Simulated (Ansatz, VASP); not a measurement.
**Two plane-wave programs on YAl3N4**

The input INCAR:

```
SYSTEM = YAl3N4
PREC     = Accurate       ! precision mode
ENCUT    = 600            ! plane-wave cutoff, eV
EDIFF    = 1E-6           ! SCF threshold, eV
ISMEAR   = 0              ! smearing method
SIGMA    = 0.1            ! smearing width, eV
LREAL    = .False.        ! projectors in reciprocal space
LASPH    = .True.         ! aspherical terms in the spheres
NELM     = 100            ! most SCF steps
ALGO     = Normal         ! electronic algorithm
ISIF     = 3              ! what is computed and relaxed
LWAVE    = .False.        ! write WAVECAR
LCHARG   = .False.        ! write CHGCAR
GGA      = PE             ! functional
IBRION   = 2              ! ionic algorithm
NSW      = 90             ! ionic steps
EDIFFG   = -0.04          ! ionic threshold
```

File KPOINTS:

```
regular mesh
0
Gamma
  6 6 2
  0 0 0
```

POSCAR

```
YAl3N4
1.0
    3.4059072300      0.0000000000      0.0000000000
    0.0000000000      3.4059072300      0.0000000000
    0.0000000000      0.0000000000      9.6333604000
Y Al N
1 3 4
Direct
    0.5000000000      0.5000000000      0.0000000000
    0.0000000000      0.0000000000      0.7500000000
    0.0000000000      0.0000000000      0.2500000000
    0.5000000000      0.5000000000      0.5000000000
    0.0000000000      0.0000000000      0.0000000000
    0.5000000000      0.5000000000      0.2500000000
    0.0000000000      0.0000000000      0.5000000000
    0.5000000000      0.5000000000      0.7500000000
```

Input for Ansatz:

```yaml
crystal:
  lattice:
    - [3.40590723, 0.0, 0.0]
    - [0.0, 3.40590723, 0.0]
    - [0.0, 0.0, 9.6333604]
  atoms:
    - { symbol: "Y", position: [0.5, 0.5, 0.0] }
    - { symbol: Al, position: [0.0, 0.0, 0.75] }
    - { symbol: Al, position: [0.0, 0.0, 0.25] }
    - { symbol: Al, position: [0.5, 0.5, 0.5] }
    - { symbol: "N", position: [0.0, 0.0, 0.0] }
    - { symbol: "N", position: [0.5, 0.5, 0.25] }
    - { symbol: "N", position: [0.0, 0.0, 0.5] }
    - { symbol: "N", position: [0.5, 0.5, 0.75] }
basis:
  ecutwfc: 420
kpoints:
  mp_grid: { grid: [6, 6, 2] }
hamiltonian:
  xc: pbe
scf:
  occupations: { method: gaussian, width: 0.1 }
  lower_state_search: "off"
output:
  forces: true
  stress: true
  eigenvalues: true
relax:
  adjacent_minimum: "off"
  f_tol: 0.04
  max_steps: 70
  cell: { stress_tol: 0.4 }
```

Alike in both runs: task relaxation of cell and atoms; functional PBE; k mesh 6 × 6 × 2; occupations gaussian, width 0.1 eV; no spin polarisation.

```csv
,VASP,Ansatz
version,VASP 6.6.1,Ansatz 0.2.0
potentials or method,"VASP PAW PBE potentials, release 64 (Y_sv, Al, N), cutoff 600 eV","scalar-relativistic, plane waves, PAW"
valence electrons in the cell,40,40
```

Ansatz gave:

```
gap on the k mesh at the Fermi level, each at its own relaxed structure (eV) : 0.86
relaxed volume (Å³/atom)                                                     : 10.51
relaxed length of the cell vector where the two differ most in proportion (Å)              : 3.157
```

Question: What did VASP give for the same quantities?

Answer: gap on the k mesh at the Fermi level, each at its own relaxed structure (eV): 0.85; relaxed volume (Å³/atom): 10.49; relaxed length of the cell vector where the two differ most in proportion (Å): 3.153.

Noted on VASP's run: the volume moved by over 15 % at a fixed basis, so the end points are rough.
